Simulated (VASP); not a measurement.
CaO: relaxation of cell and atoms with r2SCAN

CaO:

```
Ca O
1.0
     0.00000    2.39744    2.39744
     2.39744    0.00000    2.39744
     2.39744    2.39744    0.00000
Ca O
1 1
Direct
  0.00000 0.00000 0.00000
  0.50000 0.50000 0.50000
```

| Item | Value |
| --- | --- |
| Program | VASP 6.6.1 |
| Task | relaxation of cell and atoms |
| Functional | r2SCAN |
| Potentials or basis | VASP PAW PBE potentials, release 64 (Ca_sv, O) |
| Cutoff | 600 eV |
| k mesh | 8 × 8 × 8 |
| Occupations | gaussian, width 0.01 eV |
| Spin | no spin polarisation |
| Target pressure | 4 GPa |
| Dipole correction | no |
| Further INCAR settings | ALGO = Normal; EDIFF = 1e-07; IBRION = 2; EDIFFG = -0.002; NSW = 100; ISIF = 3 |

| Quantity | Value |
| --- | --- |
| Relaxed volume | 13.45 Å³/atom |
| Relaxed cell | a = 3.363 Å, b = 3.363 Å, c = 3.363 Å, α = 60.00°, β = 60.00°, γ = 60.00° |
| Space group after relaxing (to 0.05 Å) | Fm-3m (No. 225) |
| Energy change on relaxing (the enthalpy is what falls) | +5.0 meV/atom |
| Ionic steps | 3 |
| Pressure after relaxing | 4.0 GPa |
| Band gap on the k mesh | 4.18 eV, indirect (least direct gap 4.54 eV) |

Step by step:
```
step  energy change (eV)  largest force (eV/Å)  pressure (GPa)  volume (Å³)
   1              0.0000                0.0000            0.97        27.56
   2              0.0214                0.0000            5.92        26.53
   3              0.0100                0.0000            4.02        26.90
```

Final structure:
```
Ca O
1.0
     0.00000    2.37819    2.37819
     2.37819    0.00000    2.37819
     2.37819    2.37819    0.00000
Ca O
1 1
Direct
  0.00000 0.00000 0.00000
  0.50000 0.50000 0.50000
```

Levels at points of the mesh, in eV from the valence-band top:
| k point | band 5 | band 6 | band 7 | band 8 | band 9 | band 10 | band 11 | band 12 |
| --- | --- | --- | --- | --- | --- | --- | --- | --- |
| (0.00, 0.00, 0.00) | -16.53 | 0.00 | 0.00 | 0.00 | 5.70 | 6.93 | 6.93 | 6.93 |
| (0.50, 0.00, 0.00) | -15.11 | -2.68 | -1.26 | -1.26 | 7.85 | 9.22 | 9.22 | 9.47 |
| (0.50, 0.50, 0.00) | -16.32 | -1.28 | -0.37 | -0.37 | 4.18 | 9.00 | 9.81 | 10.45 |

It took 100 s on 1 thread of Intel(R) Xeon(R) 6975P-C (Granite Rapids), on a shared host, peak memory 0.18 GiB.

Caveat: the cell is relaxed towards a set pressure, so the enthalpy falls and the energy may rise; the PAW data sets were made with another functional, which shifts forces and pressure a little. r2SCAN opens gaps a little over a GGA but as a rule still falls short of measured ones.
